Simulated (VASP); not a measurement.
# Sb (R-3m) in VASP: further runs

Sb is run at these levels: PBE; tasks: single point, relaxation of cell and atoms.

Everything below comes from runs of VASP 6.6.1. Logs are shortened: lines on timing, memory, paths and dates and some standing lists are left out, and cuts for length are marked.

## 1. The cell of the first run

The structure is trigonal, space group R-3m (No. 166). Conventional cell: a = 4.376 Å, b = 4.376 Å, c = 11.529 Å, α = 90.00°, β = 90.00°, γ = 120.00°. Within 3.9 Å of Sb (site symmetry 3m) lie 6 Sb at 2.95 to 3.43 Å.

## 2. Single point, PBE

Contents of INCAR:

```
SYSTEM = Sb
ALGO = Normal
EDIFF = 1E-6
ENCUT = 520
GGA = PE
ISIF = 2
ISMEAR = -1
LASPH = .True.
LCHARG = .True.
LELF = .True.
LREAL = .False.
LVHAR = .True.
LWAVE = .False.
NBANDS = 12
NELM = 80
PREC = Accurate
SIGMA = 0.1
```

Contents of KPOINTS:

```
k-points
0
Gamma
  9 9 9
  0 0 0
```

Contents of POSCAR:

```
Sb
1.0
    2.1879027727      1.2631862548      3.8431662947
   -2.1879027727      1.2631862548      3.8431662947
    0.0000000000     -2.5263725096      3.8431662947
Sb
2
Direct
    0.2326797760      0.2326797760      0.2326797760
    0.7673202240      0.7673202240      0.7673202240
```

Potentials or basis: VASP PAW PBE potentials, release 64 (Sb).

Command:

```bash
$ cat potpaw_PBE.64/Sb/POTCAR > POTCAR
$ mpirun -np 1 vasp_std > vasp.out
```

OUTCAR:

```text
SYSTEM = Sb
   EDIFF = 1E-6
   ENCUT = 520
   GGA = PE
   ISIF = 2
   ISMEAR = -1
   LASPH = .True.
   LREAL = .False.
   NELM = 80
   PREC = Accurate

 ion  position               nearest neighbor table
   1  0.233  0.233  0.233-   2 2.95   2 2.95   2 2.95   2 3.43   2 3.43   2 3.43
   2  0.767  0.767  0.767-   1 2.95   1 2.95   1 2.95   1 3.43   1 3.43   1 3.43

  LATTYP: Found a trigonal (rhomboedric) cell.
 ALAT       =     4.5991831042
 COS(alpha) =     0.5473894919

  Lattice vectors:

 A1 = (   2.1879027727,   1.2631862548,   3.8431662947)
 A2 = (  -2.1879027727,   1.2631862548,   3.8431662947)
 A3 = (   0.0000000000,  -2.5263725096,   3.8431662947)

Analysis of symmetry for initial positions (statically):
=====================================================================
 Subroutine PRICEL returns:
 Original cell was already a primitive cell.

 Routine SETGRP: Setting up the symmetry group for a
 trigonal (rhombohedral) supercell.

 Subroutine GETGRP returns: Found 12 space group operations
 (whereof 12 operations were pure point group operations)
 out of a pool of 12 trial point group operations.

The static configuration has the point symmetry D_3d.

Analysis of symmetry for dynamics (positions and initial velocities):
=====================================================================
 Subroutine PRICEL returns:
 Original cell was already a primitive cell.

 Routine SETGRP: Setting up the symmetry group for a
 trigonal (rhombohedral) supercell.

 Subroutine GETGRP returns: Found 12 space group operations
 (whereof 12 operations were pure point group operations)
 out of a pool of 12 trial point group operations.

The dynamic configuration has the point symmetry D_3d.

 Subroutine INISYM returns: Found 12 space group operations
 (whereof 12 operations are pure point group operations),
 and found     1 'primitive' translations

----------------------------------------------------------------------------------------

                                     Primitive cell

  volume of cell :      63.7288

  direct lattice vectors                    reciprocal lattice vectors
     2.187902773  1.263186255  3.843166295     0.228529351  0.131941482  0.086734038
    -2.187902773  1.263186255  3.843166295    -0.228529351  0.131941482  0.086734038
     0.000000000 -2.526372510  3.843166295     0.000000000 -0.263882964  0.086734038

[... 90 lines left out ...]
   ISYM   =      2    0-nonsym 1-usesym 2-fastsym
   POTIM  = 0.5000    time-step for ionic-motion
   TEBEG  =    0.0;   TEEND  =   0.0 temperature during run
   PSTRESS=    0.0 pullay stress
   NELECT =      10.0000    total number of electrons
   NUPDOWN=      -1.0000    fix difference up-down
   EMIN   =  10.00;   EMAX   =-10.00  energy-range for DOS
   EFERMI =   0.00;   METHOD = LEGACY
   ISMEAR =    -1;   SIGMA  =   0.10  broadening in eV -4-tet -1-fermi 0-gaus
   EFERMI_NEDOS =   21; number of points for ismear=-14 and -15
   IALGO  =     38    algorithm
   IMIX   =      4    mixing-type and parameters
     AMIX     =   0.40;   BMIX     =  1.00
     AMIX_MAG =   1.60;   BMIX_MAG =  1.00
  volume/ion in A,a.u.               =      31.86       215.03
  Fermi-wavevector in a.u.,A,eV,Ry     =   0.883004  1.668636 10.608419  0.779697
  Thomas-Fermi vector in A             =   2.003712
   LORBIT       =      0    0 simple, 1 ext, 2 COOP (PROOUT), +10 PAW based schemes
   GGA     = PE    functional components
   LHFCALC =     F    Hartree Fock is set to
   AEXX    =    0.0000 exact exchange contribution
   IVDW    =     0    specifies the selected vdW correction
   LEPSILON=     F    determine dielectric tensor
   LRPA    =     F    only Hartree local field effects (RPA)
 non-spin polarized calculation
  energy-cutoff  :      520.00
  volume of cell :       63.73
 maximum number of plane-waves:      1737
 NGX is ok and might be reduce to    36
   NGX = 17   NGY = 17   NGZ = 17

 number of electron      10.0000000 magnetization

 Free energy of the ion-electron system (eV)
  ---------------------------------------------------
  ext. energy  EPLUGINS =         0.00000000
  ---------------------------------------------------
  free energy    TOTEN  =        -8.28428235 eV

  energy without entropy =       -8.27605191  energy(sigma->0) =       -8.28016713

 E-fermi :   6.6038     XC(G=0):  -9.2979

 val. band max:        6.4845772507   @ k =   0.3333   0.2222   0.2222
 cond. band min:       6.6520899970   @ k =   0.4444   0.0000   0.0000
 fundamental gap:      0.1675127463
 Fermi energy:         6.6038452643

 k-point     1 :       0.0000    0.0000    0.0000
  band No.  band energies     occupation
      1      -5.7041      2.00000
      2       1.5676      2.00000
      3       4.6842      2.00000
      4       4.9344      2.00000
      5       4.9344      2.00000
      6       8.5873      0.00000
      7       9.2143      0.00000
      8       9.2143      0.00000
      9      11.8083      0.00000
     10      11.8083      0.00000
     11      11.9457      0.00000
     12      13.3417      0.00000
[... 331 lines left out ...]
 k-point    24 :       0.4444    0.4444    0.0000
  band No.  band energies     occupation
      1      -3.6533      2.00000
      2      -1.2400      2.00000
      3       1.6828      2.00000
      4       3.1836      2.00000
      5       3.2391      2.00000
      6       8.3100      0.00000
      7      11.2081      0.00000
      8      11.8712      0.00000
      9      12.6576      0.00000
     10      15.0591      0.00000
     11      16.0318      0.00000
     12      17.1804      0.00000

 [... further k-points ...]

------------------------ aborting loop because EDIFF is reached ----------------------------------------

  FORCE on cell =-STRESS in cart. coord.  units (eV):
  Direction    XX          YY          ZZ          XY          YZ          ZX
  --------------------------------------------------------------------------------------
  -------------------------------------------------------------------------------------
  Total        0.0229353      0.0229353      0.0153126      0.0000000      0.0000000      0.0000000
  in kB        0.5766048      0.5766048      0.3849664      0.0000000      0.0000000      0.0000000
  external PRESSURE =       0.5127253 kB  Pullay stress =       0.0000000 kB

 VOLUME and BASIS-vectors are now :
 -----------------------------------------------------------------------------
  energy-cutoff  :      520.00
  volume of cell :       63.73
      direct lattice vectors                 reciprocal lattice vectors
     2.187902773  1.263186255  3.843166295     0.228529351  0.131941482  0.086734038
    -2.187902773  1.263186255  3.843166295    -0.228529351  0.131941482  0.086734038
     0.000000000 -2.526372510  3.843166295     0.000000000 -0.263882964  0.086734038

 POSITION                                       TOTAL-FORCE (eV/Angst)
 -----------------------------------------------------------------------------------
      0.00000      0.00000      2.68268         0.000000      0.000000      0.036314
      0.00000      0.00000      8.84682         0.000000      0.000000     -0.036314
 -----------------------------------------------------------------------------------
    total drift:                                0.000000      0.000000      0.000000

  FREE ENERGIE OF THE ION-ELECTRON SYSTEM (eV)
  ---------------------------------------------------
  free  energy   TOTEN  =        -8.2842823546 eV

  energy  without entropy=       -8.2760519066  energy(sigma->0) =       -8.28016713
```

OSZICAR:

```text
N       E                     dE             d eps       ncg     rms          rms(c)
DAV:   1     0.342625018265E+02    0.34263E+02   -0.35707E+03  2040   0.654E+02
DAV:   2    -0.629592585703E+01   -0.40558E+02   -0.39044E+02  2692   0.105E+02
DAV:   3    -0.826660563785E+01   -0.19707E+01   -0.19575E+01  2492   0.258E+01
DAV:   4    -0.828430851725E+01   -0.17703E-01   -0.17700E-01  2340   0.298E+00
DAV:   5    -0.828454159155E+01   -0.23307E-03   -0.23307E-03  2556   0.370E-01    0.280E+00
DAV:   6    -0.828425339417E+01    0.28820E-03   -0.24514E-03  2368   0.333E-01    0.168E+00
DAV:   7    -0.828412635999E+01    0.12703E-03   -0.59322E-03  2396   0.508E-01    0.845E-02
DAV:   8    -0.828425063634E+01   -0.12428E-03   -0.18853E-04  2488   0.826E-02    0.252E-02
DAV:   9    -0.828428167203E+01   -0.31036E-04   -0.44775E-05  2404   0.401E-02    0.472E-03
DAV:  10    -0.828428235463E+01   -0.68260E-06   -0.47647E-06  2408   0.117E-02
   1 F= -.82842824E+01 E0= -.82801671E+01  d E =-.823045E-02
```

stdout:

```text
POSCAR found type information on POSCAR Sb
 POSCAR found :  1 types and       2 ions
 scaLAPACK will be used
 LDA part: xc-table for (Slater+PW92), standard interpolation
 POSCAR, INCAR and KPOINTS ok, starting setup
 FFT: planning ... GRIDC
 FFT: planning ... GRID_SOFT
 FFT: planning ... GRID
 WAVECAR not read
 entering main loop
```

Wall time 18 s (1 thread of Intel Xeon 6975P-C (Granite Rapids), shared host); peak memory 0.23 GiB.

What came out:

```
Free energy   : -8.2843 eV
Pressure      : 0.1 GPa
Largest force : 0.036 eV/Å
```

Forces on the atoms (eV/Å):
```
Sb   0.000  0.000  0.036
Sb   0.000  0.000 -0.036
```

Levels at points of the mesh, in eV from the Fermi level:
```tsv
k point	band 1	band 2	band 3	band 4	band 5	band 6	band 7	band 8	band 9	band 10
(0.00, 0.00, 0.00)	-12.31	-5.04	-1.92	-1.67	-1.67	1.98	2.61	2.61	5.20	5.20
```

Caveat: spin-orbit coupling is left out, which moves the levels of the heavy elements.

## 3. Relaxation of cell and atoms, PBE

This run uses another cell than the first one, of 30.20 Å³/atom.

Contents of INCAR:

```
SYSTEM = Sb
PREC = Accurate
ENCUT = 600
EDIFF = 1E-6
ISMEAR = -1
SIGMA = 0.1
LREAL = .FALSE.
LASPH = .TRUE.
NELM = 60
ALGO = Normal
ISIF = 3
LWAVE = .FALSE.
LCHARG = .FALSE.
GGA = PE
IBRION = 2
NSW = 80
EDIFFG = -0.01
```

Contents of KPOINTS:

```
regular mesh
0
G
  9 9 9
  0 0 0
```

Contents of POSCAR:

```
Sb
1.0
    2.1540983456      1.2436692597      3.7580152782
   -2.1540983456      1.2436692597      3.7580152782
    0.0000000000     -2.4873385193      3.7580152782
Sb
2
Direct
    0.2330000000      0.2330000000      0.2330000000
    0.7670000000      0.7670000000      0.7670000000
```

Potentials or basis: VASP PAW PBE potentials, release 64 (Sb).

Command:

```bash
$ cat potpaw_PBE.64/Sb/POTCAR > POTCAR
$ mpirun -np 1 vasp_std > vasp.out
```

It took 71 s on 1 thread of Intel Xeon 6975P-C (Granite Rapids), shared host; peak memory 0.25 GiB.

It converged, with:

* Free energy: -8.2844 eV
* Relaxed volume: 31.79 Å³/atom
* Relaxed cell: a = 4.587 Å, b = 4.587 Å, c = 4.587 Å, α = 57.02°, β = 57.02°, γ = 57.02°
* Space group after relaxing (to 0.1 Å): R-3m (No. 166)
* Energy gained by relaxing: 14.1 meV/atom
* Ionic steps: 9
* Pressure after relaxing: 0.0 GPa

The path:
| step | energy change (eV) | largest force (eV/Å) | pressure (GPa) | volume (Å³) |
| --- | --- | --- | --- | --- |
| 1 | 0.0000 | 0.2960 | 2.96 | 60.41 |
| 2 | -0.0148 | 0.2277 | -1.69 | 65.41 |
| 3 | -0.0279 | 0.0306 | 0.03 | 63.29 |
| 4 | -0.0278 | 0.0245 | 0.08 | 63.23 |
| 5 | -0.0279 | 0.0180 | 0.07 | 63.29 |
| 6 | -0.0281 | 0.0021 | 0.05 | 63.45 |
| 7 | -0.0281 | 0.0099 | 0.04 | 63.51 |
| 8 | -0.0281 | 0.0076 | -0.06 | 63.64 |
| 9 | -0.0281 | 0.0007 | -0.02 | 63.58 |

Final structure:
```yaml
crystal:
  lattice:
    - [2.18982, 1.26429, 3.82768]
    - [-2.18982, 1.26429, 3.82768]
    - [0.00000, -2.52858, 3.82768]
  atoms:
    - { symbol: Sb, position: [0.23318, 0.23318, 0.23318] }
    - { symbol: Sb, position: [0.76682, 0.76682, 0.76682] }
```

Levels at points of the mesh, in eV from the Fermi level:
```
           k point  band 3  band 4  band 5  band 6  band 7  band 8
(0.00, 0.00, 0.00)   -1.90   -1.67   -1.67    2.04    2.64    2.64
```

Caveat: spin-orbit coupling is left out, which moves the levels of the heavy elements.

## 4. Single point, PBE (28.04 Å³/atom)

This run uses another cell than the first one, of 28.04 Å³/atom.

Contents of INCAR:

```
PREC = Accurate
ENCUT = 520
EDIFF = 1E-6
ISMEAR = -1
SIGMA = 0.1
LREAL = F
LASPH = T
NELM = 80
ALGO = Normal
ISIF = 2
LWAVE = F
LCHARG = T
GGA = PE
LELF = T
LVHAR = T
NBANDS = 12
```

Contents of KPOINTS:

```
regular mesh
0
Gamma
  14 14 14
```

Contents of POSCAR:

```
Sb
1.0
    2.0966321581      1.2104911409      3.6828446597
   -2.0966321581      1.2104911409      3.6828446597
    0.0000000000     -2.4209822817      3.6828446597
Sb
2
Direct
    0.2326797760      0.2326797760      0.2326797760
    0.7673202240      0.7673202240      0.7673202240
```

Potentials or basis: VASP PAW PBE potentials, release 64 (Sb).

Command:

```bash
$ cat potpaw_PBE.64/Sb/POTCAR > POTCAR
$ mpirun -np 1 vasp_std > vasp.out
```

OUTCAR:

```text
PREC = Accurate
   ENCUT = 520
   EDIFF = 1E-6
   ISMEAR = -1
   LREAL = F
   LASPH = T
   NELM = 80
   ISIF = 2
   GGA = PE

 ion  position               nearest neighbor table
   1  0.233  0.233  0.233-   2 2.83   2 2.83   2 2.83   2 3.29   2 3.29   2 3.29
   2  0.767  0.767  0.767-   1 2.83   1 2.83   1 2.83   1 3.29   1 3.29   1 3.29

  LATTYP: Found a trigonal (rhomboedric) cell.
 ALAT       =     4.4073234504
 COS(alpha) =     0.5473894919

  Lattice vectors:

 A1 = (   2.0966321581,   1.2104911409,   3.6828446597)
 A2 = (  -2.0966321581,   1.2104911409,   3.6828446597)
 A3 = (   0.0000000000,  -2.4209822817,   3.6828446597)

Analysis of symmetry for initial positions (statically):
=====================================================================
 Subroutine PRICEL returns:
 Original cell was already a primitive cell.

 Routine SETGRP: Setting up the symmetry group for a
 trigonal (rhombohedral) supercell.

 Subroutine GETGRP returns: Found 12 space group operations
 (whereof 12 operations were pure point group operations)
 out of a pool of 12 trial point group operations.

The static configuration has the point symmetry D_3d.

Analysis of symmetry for dynamics (positions and initial velocities):
=====================================================================
 Subroutine PRICEL returns:
 Original cell was already a primitive cell.

 Routine SETGRP: Setting up the symmetry group for a
 trigonal (rhombohedral) supercell.

 Subroutine GETGRP returns: Found 12 space group operations
 (whereof 12 operations were pure point group operations)
 out of a pool of 12 trial point group operations.

The dynamic configuration has the point symmetry D_3d.

 Subroutine INISYM returns: Found 12 space group operations
 (whereof 12 operations are pure point group operations),
 and found     1 'primitive' translations

----------------------------------------------------------------------------------------
[... 121 lines left out ...]
   IVDW    =     0    specifies the selected vdW correction
   LEPSILON=     F    determine dielectric tensor
   LRPA    =     F    only Hartree local field effects (RPA)
 non-spin polarized calculation
  energy-cutoff  :      520.00
  volume of cell :       56.08
 maximum number of plane-waves:      1526
 NGX is ok and might be reduce to    36
   NGX = 17   NGY = 17   NGZ = 17

 number of electron      10.0000000 magnetization

 Free energy of the ion-electron system (eV)
  ---------------------------------------------------
  ext. energy  EPLUGINS =         0.00000000
  ---------------------------------------------------
  free energy    TOTEN  =        -8.09049622 eV

  energy without entropy =       -8.08000504  energy(sigma->0) =       -8.08525063

 E-fermi :   8.2804     XC(G=0):  -9.8484

 val. band max:        8.2106200078   @ k =   0.3571   0.2857   0.2857
 cond. band min:       8.3345990402   @ k =  -0.4286   0.5000   0.4286
 fundamental gap:      0.1239790324
 Fermi energy:         8.2804231817

 k-point     1 :       0.0000    0.0000    0.0000
  band No.  band energies     occupation
      1      -5.1010      2.00000
      2       3.8903      2.00000
      3       5.9806      2.00000
      4       6.3175      2.00000
      5       6.3175      2.00000
      6      10.2587      0.00000
      7      11.0457      0.00000
      8      11.0457      0.00000
      9      13.3415      0.00000
     10      13.3415      0.00000
     11      13.5884      0.00000
     12      14.6351      0.00000
[... 331 lines left out ...]
 k-point    24 :       0.2857    0.1429    0.0000
  band No.  band energies     occupation
      1      -4.2512      2.00000
      2       1.3299      2.00000
      3       5.0375      2.00000
      4       5.4993      2.00000
      5       7.0808      1.99999
      6       9.5835      0.00000
      7      10.6975      0.00000
      8      11.1796      0.00000
      9      12.1269      0.00000
     10      14.6813      0.00000
     11      15.2106      0.00000
     12      16.9800      0.00000

 [... further k-points ...]

------------------------ aborting loop because EDIFF is reached ----------------------------------------

  FORCE on cell =-STRESS in cart. coord.  units (eV):
  Direction    XX          YY          ZZ          XY          YZ          ZX
  --------------------------------------------------------------------------------------
  -------------------------------------------------------------------------------------
  Total        3.2567937      3.2567937      2.6415841     -0.0000000      0.0000000      0.0000000
  in kB       93.0427045     93.0427045     75.4669003     -0.0000000      0.0000000      0.0000000
  external PRESSURE =      87.1841031 kB  Pullay stress =       0.0000000 kB

 VOLUME and BASIS-vectors are now :
 -----------------------------------------------------------------------------
  energy-cutoff  :      520.00
  volume of cell :       56.08
      direct lattice vectors                 reciprocal lattice vectors
     2.096632158  1.210491141  3.682844660     0.238477693  0.137685160  0.090509746
    -2.096632158  1.210491141  3.682844660    -0.238477693  0.137685160  0.090509746
     0.000000000 -2.420982282  3.682844660     0.000000000 -0.275370320  0.090509746

 POSITION                                       TOTAL-FORCE (eV/Angst)
 -----------------------------------------------------------------------------------
      0.00000      0.00000      2.57077         0.000000      0.000000      0.835445
      0.00000      0.00000      8.47776         0.000000     -0.000000     -0.835445
 -----------------------------------------------------------------------------------
    total drift:                                0.000000      0.000000      0.000000

  FREE ENERGIE OF THE ION-ELECTRON SYSTEM (eV)
  ---------------------------------------------------
  free  energy   TOTEN  =        -8.0904962205 eV

  energy  without entropy=       -8.0800050448  energy(sigma->0) =       -8.08525063
```

Run time: 63 s. Hardware: 1 thread of Intel Xeon 6975P-C (Granite Rapids), shared host; peak memory 0.32 GiB.

What came out:

```
Free energy            : -8.0905 eV
Pressure               : 8.7 GPa
Largest force          : 0.835 eV/Å
Band gap on the k mesh : zero (bands 5 and 6 overlap by 0.42 eV)
```

Forces on the atoms (eV/Å):
```
Sb   0.000  0.000  0.835
Sb   0.000  0.000 -0.835
```

Caveat: the cell stands under pressure; spin-orbit coupling is left out, which moves the levels of the heavy elements.

(Part 1 of 2 ends here.)
